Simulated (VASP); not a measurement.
# AlRu (WC type) (P-6m2) in VASP: notebook, part 2 of 2

VASP 6.6.1. Earlier steps stand in the parts before.

## (3) Relaxation of shape and atoms at fixed volume, PBE

This run uses another cell than the first one, of 7.77 Å³/atom, 0.550 times its volume.

File INCAR:

```
SYSTEM = AlRu
PREC = Accurate
ENCUT = 600
EDIFF = 1E-6
ISMEAR = -1
SIGMA = 0.05
LREAL = .False.
LASPH = .True.
NELM = 80
ALGO = Normal
ISIF = 4
LWAVE = .False.
LCHARG = .False.
GGA = PE
IBRION = 2
NSW = 50
EDIFFG = -0.005
```

File KPOINTS:

```
Automatic mesh
0
Gamma
  13 13 12
  0 0 0
```

File POSCAR:

```
AlRu
1.0
    2.3723729650      0.0000000000      0.0000000000
   -1.1861864825      2.0545352550      0.0000000000
    0.0000000000      0.0000000000      3.1891573335
Ru Al
1 1
Direct
    0.0000000000      0.0000000000      0.0000000000
    0.3333333333      0.6666666667      0.5000000000
```

Potentials or basis: VASP PAW PBE potentials, release 64 (Ru_pv, Al).

Run with:

```console
$ cat potpaw_PBE.64/Ru_pv/POTCAR potpaw_PBE.64/Al/POTCAR > POTCAR
$ mpirun -np 1 vasp_std > vasp.out
```

It took 87 s on 1 thread of AMD EPYC 7R43 (Zen 3), shared host; peak memory 0.13 GiB.

Results (log left out):

```
Free energy               : -4.2000 eV
Energy gained by relaxing : 7.0 meV/atom
Ionic steps               : 3
Pressure after relaxing   : 411.8 GPa
```

Stress tensor (GPa, compression positive):
```
411.81   0.00   0.00
  0.00 411.81   0.00
  0.00   0.00 411.90
```

The path:
```tsv
step	energy change (eV)	largest force (eV/Å)	pressure (GPa)	volume (Å³)
1	0.0000	0.0000	411.58	15.54
2	-0.0079	0.0000	412.27	15.54
3	-0.0139	0.0000	411.84	15.54
```

Final structure:
```cif
data_structure
_symmetry_space_group_name_H-M 'P 1'
_symmetry_Int_Tables_number 1
_cell_length_a 2.3532
_cell_length_b 2.3532
_cell_length_c 3.2412
_cell_angle_alpha 90.000
_cell_angle_beta 90.000
_cell_angle_gamma 120.000
_cell_volume 15.54
loop_
_atom_site_label
_atom_site_type_symbol
_atom_site_fract_x
_atom_site_fract_y
_atom_site_fract_z
_atom_site_occupancy
Ru1 Ru 0.00000 0.00000 0.00000 1
Al1 Al 0.33333 0.66667 0.50000 1
```

Levels at points of the mesh, in eV from the Fermi level:
| k point | band 4 | band 5 | band 6 | band 7 | band 8 | band 9 | band 10 | band 11 | band 12 |
| --- | --- | --- | --- | --- | --- | --- | --- | --- | --- |
| (0.00, 0.00, 0.00) | -14.08 | -8.70 | -4.17 | -4.17 | -0.03 | -0.03 | 0.85 | 9.59 | 11.66 |
| (0.00, 0.00, 0.50) | -10.25 | -9.22 | -4.17 | -4.17 | -4.14 | -0.70 | -0.70 | 9.81 | 11.66 |

## (4) Relaxation of shape and atoms at fixed volume, PBE

This run uses another cell than the first one, of 9.04 Å³/atom, 0.640 times its volume.

File INCAR:

```
PREC     = Accurate       # precision mode
ENCUT    = 600            # plane-wave cutoff, eV
EDIFF    = 1E-6           # SCF threshold, eV
ISMEAR   = -1             # smearing method
SIGMA    = 0.05           # smearing width, eV
LREAL    = F              # projectors in reciprocal space
LASPH    = T              # aspherical terms in the spheres
NELM     = 80             # most SCF steps
ALGO     = Normal         # electronic algorithm
ISIF     = 4              # what is computed and relaxed
LWAVE    = F              # write WAVECAR
LCHARG   = F              # write CHGCAR
GGA      = PE             # functional
IBRION   = 2              # ionic algorithm
NSW      = 50             # ionic steps
EDIFFG   = -0.005         # ionic threshold
```

File KPOINTS:

```
regular mesh
0
Gamma
  13 13 12
```

File POSCAR:

```
AlRu
1.0
    2.4952959465      0.0000000000      0.0000000000
   -1.2476479733      2.1609896796      0.0000000000
    0.0000000000      0.0000000000      3.3544014725
Ru Al
1 1
Direct
    0.0000000000      0.0000000000      0.0000000000
    0.3333333333      0.6666666667      0.5000000000
```

Run with:

```console
$ cat potpaw_PBE.64/Ru_pv/POTCAR potpaw_PBE.64/Al/POTCAR > POTCAR
$ mpirun -np 1 vasp_std > vasp.out
```

Wall time 77 s (1 thread of AMD EPYC 7R43 (Zen 3), shared host); peak memory 0.13 GiB.

Results (log left out):

- Free energy: -9.1086 eV
- Energy gained by relaxing: 8.8 meV/atom
- Ionic steps: 4
- Pressure after relaxing: 224.6 GPa

Stress tensor (GPa, compression positive):
```
224.53   0.00   0.00
  0.00 224.53   0.00
  0.00   0.00 224.66
```

The path:
| step | energy change (eV) | largest force (eV/Å) | pressure (GPa) | volume (Å³) |
| --- | --- | --- | --- | --- |
| 1 | 0.0000 | 0.0000 | 224.60 | 18.09 |
| 2 | -0.0149 | 0.0000 | 224.74 | 18.09 |
| 3 | -0.0176 | 0.0000 | 224.59 | 18.09 |
| 4 | -0.0176 | 0.0000 | 224.57 | 18.09 |

Final structure:
```xyz
2
Lattice="2.4710 0.0000 0.0000 -1.2355 2.1399 0.0000 0.0000 0.0000 3.4208" Properties=species:S:1:pos:R:3 pbc="T T T"
Ru    0.0000    0.0000    0.0000
Al    0.0000    1.4266    1.7104
```

Levels at points of the mesh, in eV from the Fermi level:
| k point | band 5 | band 6 | band 7 | band 8 | band 9 | band 10 | band 11 | band 12 |
| --- | --- | --- | --- | --- | --- | --- | --- | --- |
| (0.00, 0.00, 0.00) | -7.29 | -3.30 | -3.30 | 0.07 | 0.07 | 0.26 | 8.90 | 11.59 |
| (0.00, 0.00, 0.50) | -8.43 | -3.61 | -3.29 | -3.29 | -0.44 | -0.44 | 10.01 | 11.59 |

## (5) Relaxation of shape and atoms at fixed volume, PBE

This run uses another cell than the first one, of 10.17 Å³/atom, 0.720 times its volume.

File INCAR:

```
SYSTEM = AlRu
  PREC = Accurate
  ENCUT = 600
  EDIFF = 1E-7
  ISMEAR = -1
  SIGMA = 0.05
  LREAL = .FALSE.
  LASPH = .TRUE.
  NELM = 100
  ALGO = Normal
  ISIF = 4
  LWAVE = .FALSE.
  LCHARG = .FALSE.
  GGA = PE
  IBRION = 2
  NSW = 50
  EDIFFG = -0.005
```

File KPOINTS:

```
Automatic mesh
0
G
  13 13 12
  0 0 0
```

File POSCAR:

```
AlRu
1.0
    2.5952123660      0.0000000000      0.0000000000
   -1.2976061830      2.2475198372      0.0000000000
    0.0000000000      0.0000000000      3.4887181194
Ru Al
1 1
Direct
    0.0000000000      0.0000000000      0.0000000000
    0.3333333333      0.6666666667      0.5000000000
```

Run with:

```console
$ cat potpaw_PBE.64/Ru_pv/POTCAR potpaw_PBE.64/Al/POTCAR > POTCAR
$ mpirun -np 1 vasp_std > vasp.out
```

It took 96 s on 1 thread of AMD EPYC 7R43 (Zen 3), shared host; peak memory 0.14 GiB.

It converged, with:

```
Free energy               : -11.5469 eV
Energy gained by relaxing : 7.8 meV/atom
Ionic steps               : 3
Pressure after relaxing   : 128.6 GPa
```

Step by step:
```
step  energy change (eV)  largest force (eV/Å)  pressure (GPa)  volume (Å³)
   1              0.0000                0.0000          128.92        20.35
   2             -0.0151                0.0000          128.60        20.35
   3             -0.0155                0.0000          128.61        20.35
```

Final structure:
```xyz
2
Lattice="2.5689 0.0000 0.0000 -1.2844 2.2247 0.0000 0.0000 0.0000 3.5607" Properties=species:S:1:pos:R:3 pbc="T T T"
Ru    0.0000    0.0000    3.5607
Al    0.0000    1.4831    1.7803
```

Levels at points of the mesh, in eV from the Fermi level:
| k point | band 6 | band 7 | band 8 | band 9 | band 10 | band 11 |
| --- | --- | --- | --- | --- | --- | --- |
| (0.00, 0.00, 0.00) | -2.77 | -2.77 | -0.01 | 0.09 | 0.09 | 8.18 |
| (0.00, 0.00, 0.50) | -3.15 | -2.74 | -2.74 | -0.32 | -0.32 | 10.04 |

## (6) Relaxation of shape and atoms at fixed volume, PBE

This run uses another cell than the first one, of 11.30 Å³/atom, 0.800 times its volume.

File INCAR:

```
ALGO = Normal
EDIFF = 1E-7
EDIFFG = -0.005
ENCUT = 600
GGA = PE
IBRION = 2
ISIF = 4
ISMEAR = -1
LASPH = T
LCHARG = F
LREAL = F
LWAVE = F
NELM = 100
NSW = 50
PREC = Accurate
SIGMA = 0.05
```

File KPOINTS:

```
k-points
0
Gamma
  13 13 12
```

File POSCAR:

```
AlRu
1.0
    2.6879760745      0.0000000000      0.0000000000
   -1.3439880373      2.3278555653      0.0000000000
    0.0000000000      0.0000000000      3.6134194483
Ru Al
1 1
Direct
    0.0000000000      0.0000000000      0.0000000000
    0.3333333333      0.6666666667      0.5000000000
```

Potentials or basis: VASP PAW PBE potentials, release 64 (Ru_pv, Al).

Run with:

```console
$ cat potpaw_PBE.64/Ru_pv/POTCAR potpaw_PBE.64/Al/POTCAR > POTCAR
$ mpirun -np 1 vasp_std > vasp.out
```

It took 72 s on 1 thread of AMD EPYC 7R43 (Zen 3), shared host; peak memory 0.16 GiB.

Results (log left out):

```
Free energy               : -12.9128 eV
Energy gained by relaxing : 5.1 meV/atom
Ionic steps               : 2
Pressure after relaxing   : 69.4 GPa
```

The path:
```
step  energy change (eV)  largest force (eV/Å)  pressure (GPa)  volume (Å³)
   1              0.0000                0.0000           69.82        22.61
   2             -0.0102                0.0000           69.38        22.61
```

Final structure:
```yaml
crystal:
  lattice:
    - [2.66427, 0.00000, 0.00000]
    - [-1.33213, 2.30732, 0.00000]
    - [0.00000, 0.00000, 3.67801]
  atoms:
    - { symbol: Ru, position: [0.00000, 0.00000, 0.00000] }
    - { symbol: Al, position: [0.33333, 0.66667, 0.50000] }
```

Levels at points of the mesh, in eV from the Fermi level:
| k point | band 4 | band 5 | band 6 | band 7 | band 8 | band 9 | band 10 | band 11 | band 12 |
| --- | --- | --- | --- | --- | --- | --- | --- | --- | --- |
| (0.00, 0.00, 0.00) | -11.30 | -5.53 | -2.36 | -2.36 | -0.09 | 0.08 | 0.08 | 7.58 | 11.56 |
| (0.00, 0.00, 0.50) | -8.83 | -7.27 | -2.71 | -2.33 | -2.33 | -0.28 | -0.28 | 10.06 | 11.56 |

## (7) The runs side by side

| task | cell | cutoff (eV) | gap on the mesh (eV) | pressure (GPa) |
| --- | --- | --- | --- | --- |
| single point | a = 2.896, b = 2.896, c = 3.892 Å, angles 90.0, 90.0, 120.0°, 2 atoms | 520 | none | 0.0 |
| relaxation of shape and atoms at fixed volume | relaxed from a = 2.372, b = 2.372, c = 3.189 Å, angles 90.0, 90.0, 120.0°, 2 atoms | 600 | none | 411.8 |
| relaxation of shape and atoms at fixed volume | relaxed from a = 2.495, b = 2.495, c = 3.354 Å, angles 90.0, 90.0, 120.0°, 2 atoms | 600 | none | 224.6 |
| relaxation of shape and atoms at fixed volume | relaxed from a = 2.595, b = 2.595, c = 3.489 Å, angles 90.0, 90.0, 120.0°, 2 atoms | 600 | none | 128.6 |
| relaxation of shape and atoms at fixed volume | relaxed from a = 2.688, b = 2.688, c = 3.613 Å, angles 90.0, 90.0, 120.0°, 2 atoms | 600 | none | 69.4 |

Alike in all rows: level PBE; potentials or basis VASP PAW PBE potentials, release 64 (Ru_pv, Al); no spin polarisation; k mesh 13 × 13 × 12; smearing fermi-dirac 0.05 eV.

Absolute energies hang on the potentials; compare differences alone.
